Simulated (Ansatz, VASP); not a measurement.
**Two plane-wave programs on MoS2**

```xyz
3
Lattice="1.5671 0.9364 5.9550 -1.5671 0.9364 5.9550 0.0000 -1.8729 5.9550" Properties=species:S:1:pos:R:3 pbc="T T T"
Mo    0.0000    0.0000    0.0000
S     0.0000   -0.1397   13.5125
S     0.0000    0.1397    4.3524
```

Change from the starting cell: mode 7 frozen in at -0.135 Å, normal strain along y +0.0350.

Alike in both runs: task single point; functional PBE; dispersion D3(BJ); k mesh 15 × 15 × 15; occupations gaussian, width 0.15 eV; no spin polarisation.

|  | VASP | Ansatz |
| --- | --- | --- |
| version | VASP 6.6.1 | Ansatz 0.2.0 |
| potentials or method | VASP PAW PBE potentials, release 64 (Mo_sv, S), cutoff 520 eV | scalar-relativistic, plane waves, PAW |
| valence electrons in the cell | 26 | 26 |

|  | VASP | Ansatz | Ansatz less VASP |
| --- | --- | --- | --- |
| gap on the k mesh at the Fermi level (eV) | none | none | - |
| pressure (GPa) | -2.8 | -2.7 | +0.10 |
| traceless stress, the component that is largest in VASP (GPa) | 9.56 | 9.58 | +0.019 |
| rms of the force components (eV/Å) | 0.493 | 0.492 | -0.0005 |

Atom by atom the forces differ by 0.006 eV/Å (rms over components). A gap of «none» marks a metal or a gap that the smearing closes.
